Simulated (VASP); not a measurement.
A run of VASP 6.6.1:

The input INCAR:

```
SYSTEM = Rb
PREC = Accurate
ENCUT = 520
EDIFF = 1E-6
ISMEAR = -1
SIGMA = 0.08
LREAL = .False.
LASPH = .True.
NELM = 60
ALGO = Normal
ISIF = 2
LWAVE = .False.
LCHARG = .True.
GGA = CA
LELF = .True.
LVHAR = .True.
NBANDS = 10
```

KPOINTS

```
Automatic mesh
0
Gamma
  11 11 11
  0 0 0
```

The input POSCAR:

```
Rb
1.0
    3.9064586569      0.0000000000      0.0000000000
   -1.9532293284      3.3830924357      0.0000000000
    0.0000000000      0.0000000000      3.6111531464
Rb
1
Direct
    0.0000000000      0.0000000000      0.0000000000
```

Potentials or basis: VASP PAW LDA potentials, release 64 (Rb_sv).

Launch:

```console
$ cat potpaw_LDA.64/Rb_sv/POTCAR > POTCAR
$ mpirun -np 1 vasp_std > vasp.out
```

Hardware: 1 thread of AMD EPYC 7R43 64-Core Processor (Zen 3), with other jobs on the host.

Question: Estimate the wall time of this run.

Answer: It took 33 s on 1 thread of AMD EPYC 7R43 64-Core Processor (Zen 3) (shared host), peak memory 0.13 GiB. Counts: scf iterations 10, k points 96.
